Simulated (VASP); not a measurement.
Write the native input for VASP 6.6.1 that does the following.

* Task: single point
* Functional: PBE
* Potentials or basis: VASP PAW PBE potentials, release 64 (Eu, Cs_sv)
* Cutoff: 520 eV
* k mesh: 6 × 6 × 3
* Occupations: fermi-dirac, width 0.05 eV
* Spin: collinear spin, ferromagnetic start
* Starting moments: [7.0, 0.0] μB
* Fixed moment: 7 μB
* Dipole correction: no
* Further INCAR settings: ALGO = Normal; EDIFF = 1e-07; NBANDS = 24

The structure of CsEu lies in POSCAR:

```
CsEu
1.0
    4.4644198847      0.0000000000      0.0000000000
   -2.2322099423      3.8663010333      0.0000000000
    0.0000000000      0.0000000000      8.0086310000
Eu Cs
1 1
Direct
    0.6666666667      0.3333333333      0.0000000000
    0.0000000000      0.0000000000      0.5000000000
```

The input as run:

INCAR

```
ALGO = Normal
EDIFF = 1E-7
ENCUT = 520
GGA = PE
ISIF = 2
ISMEAR = -1
ISPIN = 2
LASPH = True
LCHARG = True
LELF = True
LMAXMIX = 6
LORBIT = 11
LREAL = False
LVHAR = True
LWAVE = False
MAGMOM = 7 0
NBANDS = 24
NELM = 150
NUPDOWN = 7.0
PREC = Accurate
SIGMA = 0.05
```

KPOINTS

```
k-points
0
Gamma
  6 6 3
```

Potentials or basis: VASP PAW PBE potentials, release 64 (Eu, Cs_sv).

Launch:

```sh
$ cat potpaw_PBE.64/Eu/POTCAR potpaw_PBE.64/Cs_sv/POTCAR > POTCAR
$ mpirun -np 1 vasp_std > vasp.out
```

It gave:

| Quantity | Value |
| --- | --- |
| Pressure | -0.1 GPa |
| Net moment | 7.00 μB per cell |
| Site moments | Eu +6.71; Cs -0.01 μB |
| Valence electrons inside the program's atomic spheres | Eu 14.73; Cs 6.55 |

Caveat: the total moment is fixed, so each spin has its own Fermi level and the state may be an excited one.

Run time: 2.9 min on 1 thread of Oxide Virtual Turin-like Processor, on a shared host, peak memory 0.35 GiB.
